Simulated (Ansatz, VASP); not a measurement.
KMgF3 in VASP and in Ansatz

File INCAR:

```
ALGO = Normal
EDIFF = 1E-6
ENCUT = 520
GGA = PS
ISIF = 2
ISMEAR = 0
LASPH = True
LCHARG = True
LELF = True
LREAL = False
LVHAR = True
LWAVE = False
NBANDS = 24
NELM = 80
PREC = Accurate
SIGMA = 0.05
```

File KPOINTS:

```
k-points
0
Gamma
  6 6 6
```

File POSCAR:

```
KMgF3
1.0
    3.8663230000      0.0000000000      0.0000000000
    0.0000000000      3.8663230000      0.0000000000
    0.0000000000      0.0000000000      4.0456885000
K Mg F
1 1 3
Direct
    0.5000000000      0.5000000000      0.5000000000
    0.0000000000      0.0000000000      0.0000000000
    0.5000000000      0.0000000000      0.0000000000
    0.0000000000      0.5000000000      0.0000000000
    0.0000000000      0.0000000000      0.5000000000
```

Input for Ansatz:

```yaml
crystal:
  lattice:
    - [3.866323, 0.0, 0.0]
    - [0.0, 3.866323, 0.0]
    - [0.0, 0.0, 4.0456885]
  atoms:
    - { symbol: K, position: [0.5, 0.5, 0.5] }
    - { symbol: Mg, position: [0.0, 0.0, 0.0] }
    - { symbol: F, position: [0.5, 0.0, 0.0] }
    - { symbol: F, position: [0.0, 0.5, 0.0] }
    - { symbol: F, position: [0.0, 0.0, 0.5] }
basis:
  ecutwfc: 420
kpoints:
  mp_grid: { grid: [6, 6, 6] }
hamiltonian:
  xc: pbesol
scf:
  occupations: { method: gaussian, width: 0.05 }
output:
  forces: true
  stress: true
  eigenvalues: true
```

Change from the starting cell: strain -0.030 along x and y, +0.015 along z, atoms carried along.

Alike in both runs: task single point; functional PBEsol; k mesh 6 × 6 × 6; occupations gaussian, width 0.05 eV; no spin polarisation.

|  | VASP | Ansatz |
| --- | --- | --- |
| version | VASP 6.6.1 | Ansatz 0.2.0 |
| potentials or method | VASP PAW PBE potentials, release 64 (K_sv, Mg, F), cutoff 520 eV | scalar-relativistic, plane waves, PAW |
| valence electrons in the cell | 32 | 40 |

```csv
,VASP,Ansatz,Ansatz less VASP
gap on the k mesh at the Fermi level (eV),7.43,7.45,+0.024
least direct gap on the mesh (eV),7.78,7.80,+0.021
pressure (GPa),4.0,4.3,+0.35
"traceless stress, the component that is largest in VASP (GPa)",-3.53,-3.53,+0.005
```

VASP's potentials were made for PBE, not for PBEsol. With one functional, cell and mesh, what is left measures potentials, basis and numerics. VASP's potentials hold 32 valence electrons a cell and Ansatz's 40, so a difference there can come from the potentials and not from the codes.
